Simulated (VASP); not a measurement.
# CdS (I-4m2) in VASP: notebook

Runs on CdS. Level: PBE. Tasks: single point.

Everything below comes from runs of VASP 6.6.1. Logs are shortened: lines on timing, memory, paths and dates and some standing lists are left out, and cuts for length are marked.

### 1 The cell of the first run

It takes space group I-4m2 (No. 119, tetragonal). Conventional cell: a = 4.445 Å, b = 4.445 Å, c = 5.820 Å, α = 90.00°, β = 90.00°, γ = 90.00°. Cd (site symmetry -4m2) has 4 S at 2.66 Å within 3.5 Å. S (site symmetry -4m2) has 4 Cd at 2.66 Å within 3.5 Å.

### 2 Single point, PBE (strain +0.080 along x and y, +0.000 along z)

Input file INCAR:

```
SYSTEM = CdS
  PREC = Accurate
  ENCUT = 520
  EDIFF = 1E-6
  ISMEAR = 0
  SIGMA = 0.05
  LREAL = .FALSE.
  LASPH = .TRUE.
  NELM = 100
  ALGO = Normal
  ISIF = 2
  LWAVE = .FALSE.
  LCHARG = .TRUE.
  GGA = PE
  LELF = .TRUE.
  LVHAR = .TRUE.
  NBANDS = 16
```

Input file KPOINTS:

```
regular mesh
0
G
  8 8 8
  0 0 0
```

Input file POSCAR:

```
CdS
1.0
    0.0000000000      3.1428000000      2.9100000000
    3.1428000000      0.0000000000      2.9100000000
    3.1428000000      3.1428000000      0.0000000000
Cd S
1 1
Direct
    0.0000000000      0.0000000000      0.0000000000
    0.7500000000      0.7500000000      0.7500000000
```

Potentials or basis: VASP PAW PBE potentials, release 64 (Cd, S).

Command:

```bash
> cat potpaw_PBE.64/Cd/POTCAR potpaw_PBE.64/S/POTCAR > POTCAR
> mpirun -np 1 vasp_std > vasp.out
```

OUTCAR:

```text
SYSTEM = CdS
   PREC = Accurate
   ENCUT = 520
   EDIFF = 1E-6
   ISMEAR = 0
   LREAL = .FALSE.
   LASPH = .TRUE.
   NELM = 100
   ISIF = 2
   GGA = PE

 ion  position               nearest neighbor table
   1  0.000  0.000  0.000-   2 2.66   2 2.66   2 2.66   2 2.66
   2  0.750  0.750  0.750-   1 2.66   1 2.66   1 2.66   1 2.66

  LATTYP: Found a body centered tetragonal cell.
 ALAT       =     4.4445903838
 C/A-ratio  =     1.3094570022

  Lattice vectors:

 A1 = (   0.0000000000,  -3.1428000000,  -2.9100000000)
 A2 = (   0.0000000000,   3.1428000000,  -2.9100000000)
 A3 = (   3.1428000000,   0.0000000000,   2.9100000000)

Analysis of symmetry for initial positions (statically):
=====================================================================
 Subroutine PRICEL returns:
 Original cell was already a primitive cell.

 Routine SETGRP: Setting up the symmetry group for a
 body centered tetragonal supercell.

 Subroutine GETGRP returns: Found  8 space group operations
 (whereof  8 operations were pure point group operations)
 out of a pool of 16 trial point group operations.

The static configuration has the point symmetry D_2d.

Analysis of symmetry for dynamics (positions and initial velocities):
=====================================================================
 Subroutine PRICEL returns:
 Original cell was already a primitive cell.

 Routine SETGRP: Setting up the symmetry group for a
 body centered tetragonal supercell.

 Subroutine GETGRP returns: Found  8 space group operations
 (whereof  8 operations were pure point group operations)
 out of a pool of 16 trial point group operations.

The dynamic configuration has the point symmetry D_2d.

 Subroutine INISYM returns: Found  8 space group operations
 (whereof  8 operations are pure point group operations),
 and found     1 'primitive' translations

----------------------------------------------------------------------------------------

                                     Primitive cell

  volume of cell :      57.4853

  direct lattice vectors                    reciprocal lattice vectors
     0.000000000  3.142800000  2.910000000    -0.159093802  0.159093802  0.171821306
     3.142800000  0.000000000  2.910000000     0.159093802 -0.159093802  0.171821306
     3.142800000  3.142800000  0.000000000     0.159093802  0.159093802 -0.171821306

  length of vectors
     4.283140418  4.283140418  4.444590384     0.283097574  0.283097574  0.283097574

  position of ions in fractional coordinates (direct lattice)
     0.000000000  0.000000000  0.000000000
     0.750000000  0.750000000  0.750000000

  ion indices of the primitive-cell ions
   primitive index   ion index
                 1           1
                 2           2

----------------------------------------------------------------------------------------

 KPOINTS: regular mesh

Automatic generation of k-mesh.
 Grid dimensions read from file:
 generate k-points for:    8    8    8

 Generating k-lattice:

  Cartesian coordinates                     Fractional coordinates (reciprocal lattice)
    -0.019886725  0.019886725  0.021477663     0.125000000 -0.000000000  0.000000000
     0.019886725 -0.019886725  0.021477663    -0.000000000  0.125000000  0.000000000
     0.019886725  0.019886725 -0.021477663     0.000000000  0.000000000  0.125000000

  Length of vectors
     0.035387197  0.035387197  0.035387197

  Shift w.r.t. Gamma in fractional coordinates (k-lattice)
     0.000000000  0.000000000  0.000000000

 Subroutine IBZKPT returns following result:
 ===========================================

 Found     59 irreducible k-points:

 Following reciprocal coordinates:
            Coordinates               Weight
  0.000000  0.000000  0.000000      1.000000
  0.125000  0.000000  0.000000      8.000000
  0.250000  0.000000  0.000000      8.000000
  0.375000  0.000000  0.000000      8.000000
  0.500000  0.000000  0.000000      4.000000
  0.125000  0.125000  0.000000      2.000000
[... 16 lines left out ...]
  0.250000  0.000000  0.125000     16.000000
  0.375000  0.000000  0.125000     16.000000
 [... further k-points ...]
   k-points           NKPTS =     59   k-points in BZ     NKDIM =     59   number of bands    NBANDS=     16
   number of dos      NEDOS =    301   number of ions     NIONS =      2
   total plane-waves  NPLWV =  36864
   dimension x,y,z NGX =    32 NGY =   32 NGZ =   36
   dimension x,y,z NGXF=    64 NGYF=   64 NGZF=   72
   ions per type =               1   1
   NGX,Y,Z   is equivalent  to a cutoff of  12.42, 12.42, 13.47 a.u.
   NGXF,Y,Z  is equivalent  to a cutoff of  24.84, 24.84, 26.93 a.u.
 SYSTEM =  CdS
   PREC   = accura    normal or accurate (medium, high low for compatibility)
   ISTART =      0    job   : 0-new  1-cont  2-samecut
   ICHARG =      2    charge: 1-file 2-atom 10-const
   ISPIN  =      1    spin polarized calculation?
   LNONCOLLINEAR =      F non collinear calculations
   LSORBIT =      F    spin-orbit coupling
   LASPH  =      T    aspherical Exc in radial PAW
   ENCUT  =  520.0 eV  38.22 Ry    6.18 a.u.   7.96  7.96  8.26*2*pi/ulx,y,z
   NELM   =    100;   NELMIN=  2; NELMDL= -5     # of ELM steps
   EDIFF  = 0.1E-05   stopping-criterion for ELM
   LREAL  =      F    real-space projection
   EDIFFG = 0.1E-04   stopping-criterion for IOM
   NSW    =      0    number of steps for IOM
   IBRION =     -1    ionic relax: 0-MD 1-quasi-New 2-CG
   NFREE  =      0    steps in history (QN), initial steepest desc. (CG)
   ISIF   =      2    stress and relaxation
   ISYM   =      2    0-nonsym 1-usesym 2-fastsym
   POTIM  = 0.5000    time-step for ionic-motion
   TEBEG  =    0.0;   TEEND  =   0.0 temperature during run
   PSTRESS=    0.0 pullay stress
   NELECT =      18.0000    total number of electrons
   NUPDOWN=      -1.0000    fix difference up-down
   EMIN   =  10.00;   EMAX   =-10.00  energy-range for DOS
   EFERMI =   0.00;   METHOD = LEGACY
   ISMEAR =     0;   SIGMA  =   0.05  broadening in eV -4-tet -1-fermi 0-gaus
   EFERMI_NEDOS =   21; number of points for ismear=-14 and -15
   IALGO  =     38    algorithm
   IMIX   =      4    mixing-type and parameters
     AMIX     =   0.40;   BMIX     =  1.00
     AMIX_MAG =   1.60;   BMIX_MAG =  1.00
  volume/ion in A,a.u.               =      28.74       193.96
  Fermi-wavevector in a.u.,A,eV,Ry     =   1.111681  2.100772 16.814551  1.235835
  Thomas-Fermi vector in A             =   2.248247
   LORBIT       =      0    0 simple, 1 ext, 2 COOP (PROOUT), +10 PAW based schemes
   GGA     = PE    functional components
   LHFCALC =     F    Hartree Fock is set to
   AEXX    =    0.0000 exact exchange contribution
   IVDW    =     0    specifies the selected vdW correction
   LEPSILON=     F    determine dielectric tensor
   LRPA    =     F    only Hartree local field effects (RPA)
 non-spin polarized calculation
 Gauss-broadening in eV      SIGMA  =   0.05
  energy-cutoff  :      520.00
  volume of cell :       57.49
 maximum number of plane-waves:      1578
   NGX = 15   NGY = 15   NGZ = 17

 number of electron      18.0000003 magnetization

 Free energy of the ion-electron system (eV)
  ---------------------------------------------------
  ext. energy  EPLUGINS =         0.00000000
  ---------------------------------------------------
  free energy    TOTEN  =        -6.06173251 eV

  energy without entropy =       -6.06173251  energy(sigma->0) =       -6.06173251

 E-fermi :   0.5413     XC(G=0):  -8.4854

 val. band max:        0.2854204848   @ k =   0.0000   0.0000   0.0000
 cond. band min:       0.9696387197   @ k =   0.0000   0.0000   0.0000
 fundamental gap:      0.6842182349
 Fermi energy:         0.5413228325

 k-point     1 :       0.0000    0.0000    0.0000
  band No.  band energies     occupation
      1     -11.3979      2.00000
      2      -7.1603      2.00000
      3      -7.1603      2.00000
      4      -7.1263      2.00000
      5      -6.8548      2.00000
      6      -6.8433      2.00000
[... 8 lines left out ...]
     15      10.9237      0.00000
     16      11.7554      0.00000

 k-point     2 :       0.1250    0.0000    0.0000
  band No.  band energies     occupation
      1     -11.3534      2.00000
      2      -7.1459      2.00000
      3      -7.1314      2.00000
      4      -7.0960      2.00000
      5      -6.8531      2.00000
      6      -6.8450      2.00000
[... 8 lines left out ...]
     15      10.9246      0.00000
     16      11.6338      0.00000

 k-point     3 :       0.2500    0.0000    0.0000
  band No.  band energies     occupation
      1     -11.2456      2.00000
      2      -7.1159      2.00000
      3      -7.0917      2.00000
      4      -6.9605      2.00000
      5      -6.8433      2.00000
      6      -6.8432      2.00000
[... 8 lines left out ...]
     15      10.5435      0.00000
     16      11.4415      0.00000

 k-point     4 :       0.3750    0.0000    0.0000
  band No.  band energies     occupation
      1     -11.1381      2.00000
      2      -7.0945      2.00000
      3      -7.0640      2.00000
      4      -6.8484      2.00000
      5      -6.8228      2.00000
      6      -6.7217      2.00000
[... 8 lines left out ...]
     15      11.4440      0.00000
     16      11.5041      0.00000
[... 324 lines left out ...]
 k-point    22 :       0.1250    0.0000    0.1250
  band No.  band energies     occupation
      1     -11.3407      2.00000
      2      -7.1310      2.00000
      3      -7.1190      2.00000
      4      -7.0986      2.00000
      5      -6.8621      2.00000
      6      -6.8389      2.00000
[... 8 lines left out ...]
     15      11.3892      0.00000
     16      11.9635      0.00000

 k-point    23 :       0.2500    0.0000    0.1250
  band No.  band energies     occupation
      1     -11.2556      2.00000
      2      -7.1073      2.00000
      3      -7.0755      2.00000
      4      -7.0049      2.00000
      5      -6.8648      2.00000
      6      -6.8312      2.00000
[... 8 lines left out ...]
     15      11.3011      0.00000
     16      12.5683      0.00000

 k-point    24 :       0.3750    0.0000    0.1250
  band No.  band energies     occupation
      1     -11.1483      2.00000
      2      -7.0861      2.00000
      3      -7.0461      2.00000
      4      -6.8699      2.00000
      5      -6.8370      2.00000
      6      -6.7650      2.00000
[... 8 lines left out ...]
     15      11.5173      0.00000
     16      12.2317      0.00000

 [... further k-points ...]
[... 5 lines left out ...]
  --------------------------------------------------------------------------------------
  -------------------------------------------------------------------------------------
  Total       -1.6784693     -1.6784693     -1.1010159      0.0000000      0.0000000      0.0000000
  in kB      -46.7807860    -46.7807860    -30.6865242      0.0000000      0.0000000      0.0000000
  external PRESSURE =     -41.4160320 kB  Pullay stress =       0.0000000 kB

 VOLUME and BASIS-vectors are now :
 -----------------------------------------------------------------------------
  energy-cutoff  :      520.00
  volume of cell :       57.49
      direct lattice vectors                 reciprocal lattice vectors
     0.000000000  3.142800000  2.910000000    -0.159093802  0.159093802  0.171821306
     3.142800000  0.000000000  2.910000000     0.159093802 -0.159093802  0.171821306
     3.142800000  3.142800000  0.000000000     0.159093802  0.159093802 -0.171821306

 POSITION                                       TOTAL-FORCE (eV/Angst)
 -----------------------------------------------------------------------------------
      0.00000      0.00000      0.00000         0.000000      0.000000     -0.000000
      4.71420      4.71420      4.36500        -0.000000     -0.000000      0.000000
 -----------------------------------------------------------------------------------
    total drift:                                0.000002      0.000002      0.000001

  FREE ENERGIE OF THE ION-ELECTRON SYSTEM (eV)
  ---------------------------------------------------
  free  energy   TOTEN  =        -6.0617325066 eV

  energy  without entropy=       -6.0617325066  energy(sigma->0) =       -6.06173251
```

It took 40 s on 1 thread of AMD EPYC 9R45 (Zen 5), shared host; peak memory 0.18 GiB.

What came out:

* Free energy: -6.0617 eV
* Pressure: -4.1 GPa
* Band gap on the k mesh: 0.68 eV, direct

Levels at points of the mesh, in eV from the valence-band top:
```csv
k point,band 6,band 7,band 8,band 9,band 10,band 11,band 12,band 13
"(0.00, 0.00, 0.00)",-7.13,-0.18,-0.18,0.00,0.68,6.42,6.45,6.45
"(0.50, 0.00, 0.00)",-6.87,-3.69,-0.80,-0.55,2.60,6.60,6.84,7.19
"(0.50, 0.50, 0.00)",-6.75,-3.19,-1.70,-1.70,3.54,3.58,8.97,9.67
"(0.50, 0.00, 0.50)",-6.86,-3.58,-1.47,-1.39,3.72,4.15,8.34,9.43
```

Caveat: the cell differs from its parent crystal (strain +0.080 along x and y, +0.000 along z).

### 3 Single point, PBE (strain +0.080 along x and y, +0.040 along z)

Input file INCAR:

```
ALGO = Normal
EDIFF = 1E-6
ENCUT = 520
GGA = PE
ISIF = 2
ISMEAR = 0
LASPH = T
LCHARG = F
LREAL = F
LWAVE = F
NBANDS = 16
NELM = 60
PREC = Accurate
SIGMA = 0.05
```

Input file KPOINTS:

```
k-points
0
Gamma
  8 8 8
```

Input file POSCAR:

```
CdS
1.0
    0.0000000000      3.1428000000      3.0264000000
    3.1428000000      0.0000000000      3.0264000000
    3.1428000000      3.1428000000      0.0000000000
Cd S
1 1
Direct
    0.0000000000      0.0000000000      0.0000000000
    0.7500000000      0.7500000000      0.7500000000
```

Potentials or basis: VASP PAW PBE potentials, release 64 (Cd, S).

Command:

```bash
> cat potpaw_PBE.64/Cd/POTCAR potpaw_PBE.64/S/POTCAR > POTCAR
> mpirun -np 1 vasp_std > vasp.out
```

Run time: 38 s. Hardware: 1 thread of AMD EPYC 9R45 (Zen 5), shared host; peak memory 0.18 GiB.

The run converged. Its results:

* Free energy: -6.0064 eV
* Pressure: -5.2 GPa
* Band gap on the k mesh: 0.66 eV, direct

Stress tensor (GPa, compression positive):
```
-5.54  0.00  0.00
 0.00 -5.54  0.00
 0.00  0.00 -4.67
```

Levels at points of the mesh, in eV from the valence-band top:
| k point | band 5 | band 6 | band 7 | band 8 | band 9 | band 10 | band 11 | band 12 | band 13 | band 14 |
| --- | --- | --- | --- | --- | --- | --- | --- | --- | --- | --- |
| (0.00, 0.00, 0.00) | -7.05 | -7.05 | -0.09 | -0.09 | 0.00 | 0.66 | 6.43 | 6.45 | 6.45 | 10.34 |
| (0.50, 0.00, 0.00) | -7.02 | -6.81 | -3.47 | -0.64 | -0.52 | 2.60 | 6.74 | 6.78 | 7.01 | 10.45 |
| (0.50, 0.50, 0.00) | -6.99 | -6.73 | -3.14 | -1.46 | -1.46 | 3.69 | 3.74 | 8.67 | 9.55 | 9.55 |
| (0.50, 0.00, 0.50) | -7.00 | -6.78 | -3.32 | -1.35 | -1.31 | 3.78 | 4.00 | 8.38 | 9.45 | 9.78 |

Caveat: the cell differs from its parent crystal (strain +0.080 along x and y, +0.040 along z).
